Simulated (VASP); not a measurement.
Write the native input for VASP 6.6.1 that does the following.

```
Task                   : single point
Functional             : PBE
Potentials or basis    : VASP PAW PBE potentials, release 64 (Cd, O)
Cutoff                 : 600 eV
k mesh                 : 4 × 2 × 4
Occupations            : fermi-dirac, width 0.1 eV
Spin                   : no spin polarisation
Dipole correction      : no
Further INCAR settings : ALGO = Normal; EDIFF = 1e-06; NBANDS = 26
```

The structure of CdO lies in POSCAR:

```
CdO
1.0
    0.0000000000      2.3495000000      2.3495000000
    4.6990000000      0.0000000000      4.6990000000
    2.3495000000      2.3495000000      0.0000000000
Cd O
2 2
Direct
    0.0000000000      0.0000000000      0.0000000000
    0.0000000000      0.5000000000      0.0000000000
    0.5000000000      0.2500000000      0.5000000000
    0.5000000000      0.7500000000      0.5000000000
```

These files were run (other wordings do the same):

INCAR

```
SYSTEM = CdO
PREC = Accurate
ENCUT = 600
EDIFF = 1E-6
ISMEAR = -1
SIGMA = 0.1
LREAL = .False.
LASPH = .True.
NELM = 120
ALGO = Normal
ISIF = 2
LWAVE = .False.
LCHARG = .False.
GGA = PE
NBANDS = 26
GGA_COMPAT = .False.
```

KPOINTS

```
Automatic mesh
0
Gamma
  4 2 4
  0 0 0
```

Potentials or basis: VASP PAW PBE potentials, release 64 (Cd, O).

Launch:

```console
$ cat potpaw_PBE.64/Cd/POTCAR potpaw_PBE.64/O/POTCAR > POTCAR
$ mpirun -np 1 vasp_std > vasp.out
```

Results of the run:

```yaml
Pressure: 7.6 GPa
Band_gap_on_the_k_mesh: zero (filled and empty bands touch)
```

Caveat: the k points lie up to 0.58 Å⁻¹ apart; semilocal functionals underestimate gaps, and a narrow one can read as zero.

It took 16 s on 1 thread of Intel(R) Xeon(R) Platinum 8375C CPU @ 2.90GHz (Ice Lake), on a shared host, peak memory 0.19 GiB.
